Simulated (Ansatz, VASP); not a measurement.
# One calculation of Sn, two programs

File INCAR:

```
SYSTEM = Sn
  PREC = Accurate
  ENCUT = 520
  EDIFF = 1E-8
  ISMEAR = -1
  SIGMA = 0.03
  LREAL = .False.
  LASPH = .True.
  NELM = 60
  ALGO = Normal
  ISIF = 2
  LWAVE = .False.
  LCHARG = .False.
  LEFG = .True.
  NBANDS = 21
```

File KPOINTS:

```
Automatic mesh
0
Gamma
  9 9 9
  0 0 0
```

File POSCAR:

```
Sn
1.0
    0.0649120000      3.2780560000      3.2780560000
    3.2780560000      0.0649120000      3.2780560000
    3.2780560000      3.2780560000      0.0649120000
Sn
2
Direct
    0.5000000000      0.5000000000      0.5000000000
    0.7500000000      0.7500000000      0.7500000000
```

Input for Ansatz:

```yaml
crystal:
  lattice:
    - [0.064912, 3.278056, 3.278056]
    - [3.278056, 0.064912, 3.278056]
    - [3.278056, 3.278056, 0.064912]
  atoms:
    - { symbol: Sn, position: [0.5, 0.5, 0.5] }
    - { symbol: Sn, position: [0.75, 0.75, 0.75] }
kpoints:
  mp_grid: { grid: [9, 9, 9] }
scf:
  occupations: { method: fermi_dirac, width: 0.03 }
hamiltonian:
  xc: lda
  pseudopotentials: { kind: paw }
output:
  forces: true
  stress: true
  eigenvalues: true
  efg: { contact_densities: true }
```

Change from the starting cell: equal xy, yz and zx shear strains of +2 %, PAW files.

Alike in both runs: task electric field gradients; functional LDA; k mesh 9 × 9 × 9; occupations fermi-dirac, width 0.03 eV; no spin polarisation.

|  | VASP | Ansatz |
| --- | --- | --- |
| version | VASP 6.6.1 | Ansatz 0.2.0 |
| potentials or method | VASP PAW LDA potentials, release 64 (Sn_d) | PAW with Ansatz's default frozen-core files, scalar-relativistic |
| plane-wave cutoff (eV) | 520 | 420 |
| valence electrons in the cell | 28 | 28 |

Ansatz gave:

* pressure (GPa): -0.3
* traceless stress, the component that is largest in VASP (GPa): -0.92
* rms of the force components (eV/Å): 0.158
* size of Vzz on the site where it differs most (V/Å²): 27.7

Question: What did VASP give for the same quantities?

Answer: Pressure (GPa): -0.3; traceless stress, the component that is largest in VASP (GPa): -0.93; rms of the force components (eV/Å): 0.158; size of Vzz on the site where it differs most (V/Å²): 29.2.

LDA's correlation is that of Perdew and Zunger in VASP and of Perdew and Wang (1992) in Ansatz. Atom by atom the forces differ by 0.000 eV/Å (rms over components).
